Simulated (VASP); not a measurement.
KTi: single point with PBE

The system is KTi, a sheet with vacuum.

```
CELL_PARAMETERS angstrom
4.99094 0.00000 0.00000
0.00000 4.99094 0.00000
0.00000 0.00000 23.80000
ATOMIC_POSITIONS crystal
K 0.50000 0.50000 0.29412
Ti 0.00000 0.00000 0.29412
```

The cell was generated, and may not be a known phase.

```
Program                : VASP 6.6.1
Task                   : single point
Functional             : PBE
Potentials or basis    : VASP PAW PBE potentials, release 64 (K_sv, Ti_sv)
Cutoff                 : 400 eV
k mesh                 : 4 × 4 × 1
Occupations            : gaussian, width 0.1 eV
Spin                   : collinear spin
Starting moments       : [0.0, 1.0] μB
Dipole correction      : yes
Further INCAR settings : ALGO = Normal; EDIFF = 1e-06; NBANDS = 22; NELMDL = -8
```

```json
{
 "Net moment": "3.12 μB per cell",
 "Site moments": "K +0.03; Ti +2.02 μB",
 "Valence electrons inside the program's atomic spheres": "K 7.56; Ti 10.16"
}
```

Levels at points of the mesh, in eV from the Fermi level:
Spin up:
```
           k point  band 9  band 10  band 11  band 12  band 13  band 14  band 15  band 16
(0.00, 0.00, 0.00)   -2.69    -0.60    -0.18    -0.18     0.07     0.46     0.48     2.46
(0.50, 0.00, 0.00)   -1.49    -0.43    -0.40    -0.14     0.10     0.21     0.67     1.22
(0.50, 0.50, 0.00)   -0.74    -0.41    -0.41    -0.22     0.23     0.68     0.70     0.70
```
Spin down:
```csv
k point,band 7,band 8,band 9,band 10,band 11,band 12
"(0.00, 0.00, 0.00)",-15.04,-15.04,-1.89,0.75,0.99,1.24
"(0.50, 0.00, 0.00)",-15.07,-15.04,-0.54,0.18,1.42,1.45
"(0.50, 0.50, 0.00)",-15.06,-15.06,0.24,0.83,1.45,1.45
```

Wall time 15 min on 1 thread of Intel Xeon 8259CL, on a shared host, peak memory 0.68 GiB.
